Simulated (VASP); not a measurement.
# GaP (F-43m) in VASP: vibrations by perturbation theory with PBEsol

Aim: the vibrations by perturbation theory of GaP with PBEsol.

Everything below comes from runs of VASP 6.6.1. Logs are shortened: lines on timing, memory, paths and dates and some standing lists are left out, and cuts for length are marked.

## Step 1: The cell of the first run

It takes space group F-43m (No. 216, cubic). Conventional cell: a = 5.193 Å, b = 5.193 Å, c = 5.193 Å, α = 90.00°, β = 90.00°, γ = 90.00°. Within 3.0 Å of Ga (site symmetry -43m) lie 4 P at 2.25 Å. P (site symmetry -43m) has 4 Ga at 2.25 Å within 3.0 Å.

## Step 2: Vibrations by perturbation theory, PBEsol

INCAR

```
SYSTEM = GaP
ALGO = Normal
EDIFF = 1E-8
ENCUT = 520
GGA = PS
IBRION = 8
ISIF = 2
ISMEAR = 0
LASPH = .True.
LCHARG = .False.
LEPSILON = .True.
LREAL = .False.
LWAVE = .False.
NELM = 80
NSW = 1
PREC = Accurate
SIGMA = 0.01
```

KPOINTS

```
k-points
0
Gamma
  10 10 10
  0 0 0
```

POSCAR

```
GaP
1.0
    0.0000000000      2.5963718825      2.5963718825
    2.5963718825      0.0000000000      2.5963718825
    2.5963718825      2.5963718825      0.0000000000
Ga P
1 1
Direct
    0.0000000000      0.0000000000      0.0000000000
    0.7500000000      0.7500000000      0.7500000000
```

Potentials or basis: VASP PAW PBE potentials, release 64 (Ga_d, P).

Run with:

```
> cat potpaw_PBE.64/Ga_d/POTCAR potpaw_PBE.64/P/POTCAR > POTCAR
> mpirun -np 1 vasp_std > vasp.out
```

OUTCAR:

```text
SYSTEM = GaP
   EDIFF = 1E-8
   ENCUT = 520
   GGA = PS
   IBRION = 8
   ISIF = 2
   ISMEAR = 0
   LASPH = .True.
   LEPSILON = .True.
   LREAL = .False.
   NELM = 80
   NSW = 1
   PREC = Accurate

 ion  position               nearest neighbor table
   1  0.000  0.000  0.000-   2 2.25   2 2.25   2 2.25   2 2.25
   2  0.750  0.750  0.750-   1 2.25   1 2.25   1 2.25   1 2.25

  LATTYP: Found a face centered cubic cell.
 ALAT       =     5.1927437650

  Lattice vectors:

 A1 = (   0.0000000000,   2.5963718825,   2.5963718825)
 A2 = (   2.5963718825,   0.0000000000,   2.5963718825)
 A3 = (   2.5963718825,   2.5963718825,   0.0000000000)

Analysis of symmetry for initial positions (statically):
=====================================================================
 Subroutine PRICEL returns:
 Original cell was already a primitive cell.

 Routine SETGRP: Setting up the symmetry group for a
 face centered cubic supercell.

 Subroutine GETGRP returns: Found 24 space group operations
 (whereof 24 operations were pure point group operations)
 out of a pool of 48 trial point group operations.

The static configuration has the point symmetry T_d .

Analysis of symmetry for dynamics (positions and initial velocities):
=====================================================================
 Subroutine PRICEL returns:
 Original cell was already a primitive cell.

 Routine SETGRP: Setting up the symmetry group for a
 face centered cubic supercell.

 Subroutine GETGRP returns: Found 24 space group operations
 (whereof 24 operations were pure point group operations)
 out of a pool of 48 trial point group operations.

The dynamic configuration has the point symmetry T_d .

 Subroutine INISYM returns: Found 24 space group operations
 (whereof 24 operations are pure point group operations),
 and found     1 'primitive' translations

----------------------------------------------------------------------------------------

                                     Primitive cell

  volume of cell :      35.0050

  direct lattice vectors                    reciprocal lattice vectors
     0.000000000  2.596371883  2.596371883    -0.192576419  0.192576419  0.192576419
     2.596371883  0.000000000  2.596371883     0.192576419 -0.192576419  0.192576419
     2.596371883  2.596371883  0.000000000     0.192576419  0.192576419 -0.192576419

  length of vectors
     3.671824329  3.671824329  3.671824329     0.333552142  0.333552142  0.333552142

  position of ions in fractional coordinates (direct lattice)
     0.000000000  0.000000000  0.000000000
     0.750000000  0.750000000  0.750000000

  ion indices of the primitive-cell ions
   primitive index   ion index
                 1           1
                 2           2

----------------------------------------------------------------------------------------

 KPOINTS: k-points

Automatic generation of k-mesh.
 Grid dimensions read from file:
 generate k-points for:   10   10   10

 Generating k-lattice:

  Cartesian coordinates                     Fractional coordinates (reciprocal lattice)
[... 533 lines left out ...]
  ---------------------------------------------------
  ---------------------------------------------------
  free energy    TOTEN  =        -0.93943754 eV

  energy without entropy =       -0.93943754

------------------------ aborting loop because EDIFF is reached ----------------------------------------

--------------------------------------- Ionic step        2  -------------------------------------------

------------------------ aborting loop because EDIFF is reached ----------------------------------------

--------------------------------------- Ionic step        3  -------------------------------------------

------------------------ aborting loop because EDIFF is reached ----------------------------------------

 PIEZOELECTRIC TENSOR FIELD DIRECTION 3  (e Angst)
 -----------------------------------------------------------------------------
    -0.00092  1.58013  0.00000           (  0.00000  0.04176  0.00000)
     1.58013 -0.00092  0.00000           (  0.04176  0.00000  0.00000)
     0.00000  0.00000 -0.00052           (  0.00000  0.00000  0.00000)

 PIEZOELECTRIC TENSOR FIELD DIRECTION 3  (C/m^2)
 -----------------------------------------------------------------------------
    -0.00042  0.72323  0.00000
     0.72323 -0.00042  0.00000
     0.00000  0.00000 -0.00024

--------------------------------------- Ionic step        4  -------------------------------------------

------------------------ aborting loop because EDIFF is reached ----------------------------------------

[... ionic steps 5 to 6 ...]

--------------------------------------- Ionic step        7  -------------------------------------------

 Free energy of the ion-electron system (eV)
  ---------------------------------------------------
  ---------------------------------------------------
  free energy    TOTEN  =        -0.04775212 eV

  energy without entropy =       -0.04775212

------------------------ aborting loop because EDIFF is reached ----------------------------------------

 INTERNAL STRAIN TENSOR  FOR ION    2  DIRECTION 1   (eV/Angst):
 -----------------------------------------------------------------------------
    -0.00904  0.00000  0.00000
     0.00000  0.00521 13.79874
     0.00000 13.79874  0.00521

 MACROSCOPIC STATIC DIELECTRIC TENSOR (including local field effects in DFT)
 ------------------------------------------------------
          10.156376    -0.000000    -0.000000
           0.000000    10.156376     0.000000
          -0.000000     0.000000    10.156376
 ------------------------------------------------------

 PIEZOELECTRIC TENSOR (including local field effects)  for field in x, y, z        (e  Angst)
          XX          YY          ZZ          XY          YZ          ZX
  --------------------------------------------------------------------------------
  x    -0.00000     0.00000     0.00000     0.00000     1.58642     0.00000
  y    -0.00000     0.00000     0.00000     0.00000     0.00000     1.58642
  z    -0.00000     0.00000     0.00000     1.58642     0.00000     0.00000

 PIEZOELECTRIC TENSOR (including local field effects)  for field in x, y, z        (C/m^2)
          XX          YY          ZZ          XY          YZ          ZX
  --------------------------------------------------------------------------------
  x    -0.00000     0.00000     0.00000     0.00000     0.72610     0.00000
  y    -0.00000     0.00000     0.00000     0.00000     0.00000     0.72610
  z    -0.00000     0.00000     0.00000     0.72610     0.00000     0.00000

 BORN EFFECTIVE CHARGES (including local field effects) (in |e|, cummulative output)
 ---------------------------------------------------------------------------------
 ion    1
    1     1.91647    -0.00000     0.00000
    2     0.00000     1.91647    -0.00000
    3    -0.00000    -0.00000     1.91647
 ion    2
    1    -1.91647     0.00000    -0.00000
    2     0.00000    -1.91647     0.00000
    3     0.00000     0.00000    -1.91647

 INTERNAL STRAIN TENSOR FOR ION    2 for displacements in x,y,z  (eV/Angst):
          X           Y           Z          XY          YZ          ZX
  --------------------------------------------------------------------------------
  x     0.00000    -0.00000    -0.00000     0.00000    13.79874     0.00000
  y     0.00000    -0.00000     0.00000     0.00000     0.00000    13.79874
  z    -0.00000    -0.00000     0.00000    13.79874     0.00000     0.00000

 SECOND DERIVATIVES (NOT SYMMETRIZED)
 ------------------------------------
               1X          1Y          1Z          2X          2Y          2Z
  1X   -13.927220    0.000000    0.000000   13.927220    0.000000    0.000000
  1Y     0.000000  -13.927220    0.000000    0.000000   13.927220    0.000000
  1Z     0.000000    0.000000  -13.927220    0.000000    0.000000   13.927220
  2X    13.901883    0.000000    0.000000  -13.901883    0.000000    0.000000
  2Y     0.000000   13.901883    0.000000    0.000000  -13.901883    0.000000
  2Z     0.000000    0.000000   13.901883    0.000000    0.000000  -13.901883

 Eigenvectors and eigenvalues of the dynamical matrix
 ----------------------------------------------------

   1 f  =   12.590149 THz    79.106239 2PiTHz  419.962167 cm-1    52.068649 meV
             X         Y         Z           dx          dy          dz
      0.000000  0.000000  0.000000     0.000000    0.000000   -0.554963
      3.894558  3.894558  3.894558     0.000000    0.000000    0.831875
[... 21 lines left out ...]
   6 f/i=    0.005292 THz     0.033249 2PiTHz    0.176515 cm-1     0.021885 meV
             X         Y         Z           dx          dy          dz
      0.000000  0.000000  0.000000     0.824698   -0.109041    0.000000
      3.894558  3.894558  3.894558     0.550175   -0.072744    0.000000

--------------------------------------------------------------------------------------------------------

 MACROSCOPIC STATIC DIELECTRIC TENSOR IONIC CONTRIBUTION
 ------------------------------------------------------
           1.364486    -0.000000    -0.000000
          -0.000000     1.364486     0.000000
          -0.000000     0.000000     1.364486
 ------------------------------------------------------

 ELASTIC MODULI CONTR FROM IONIC RELAXATION (kBar)
 Direction    XX          YY          ZZ          XY          YZ          ZX
 --------------------------------------------------------------------------------
 XX          -0.0000      0.0000      0.0000      0.0000     -0.0000     -0.0000
 YY           0.0000     -0.0000      0.0000      0.0000      0.0000     -0.0000
 ZZ           0.0000      0.0000     -0.0000     -0.0000      0.0000     -0.0000
 XY           0.0000      0.0000     -0.0000   -622.9891      0.0000     -0.0000
 YZ          -0.0000      0.0000      0.0000      0.0000   -622.9891      0.0000
 ZX          -0.0000     -0.0000     -0.0000     -0.0000      0.0000   -622.9891
 --------------------------------------------------------------------------------

 PIEZOELECTRIC TENSOR IONIC CONTR  for field in x, y, z        (C/m^2)
          XX          YY          ZZ          XY          YZ          ZX
  --------------------------------------------------------------------------------
  x    -0.00000     0.00000     0.00000     0.00000    -0.86756     0.00000
  y    -0.00000    -0.00000    -0.00000    -0.00000     0.00000    -0.86756
  z     0.00000     0.00000    -0.00000    -0.86756     0.00000    -0.00000
```

It took 20 min on 1 thread of Intel Xeon 8259CL, shared host; peak memory 0.35 GiB.

Results:

* Electronic dielectric tensor (diagonal): 10.16
* Born charges (mean of the diagonal): Ga +1.92; P -1.92 e
* Highest phonon frequency at Γ, LO-TO splitting left out: 420 cm⁻¹

Phonon frequencies in cm⁻¹ (negative: imaginary):
| q point | frequencies |
| --- | --- |
| (0.000, 0.000, 0.000) | 0 0 0 420 420 420 |

Electronic dielectric tensor:
```
10.16  0.00  0.00
 0.00 10.16  0.00
 0.00  0.00 10.16
```

Born effective charge tensors (e):
atom 1, Ga
```
1.92 0.00 0.00
0.00 1.92 0.00
0.00 0.00 1.92
```
atom 2, P
```
-1.92  0.00  0.00
 0.00 -1.92  0.00
 0.00  0.00 -1.92
```

Caveat: the cell stands under pressure or tension, which shifts response properties.
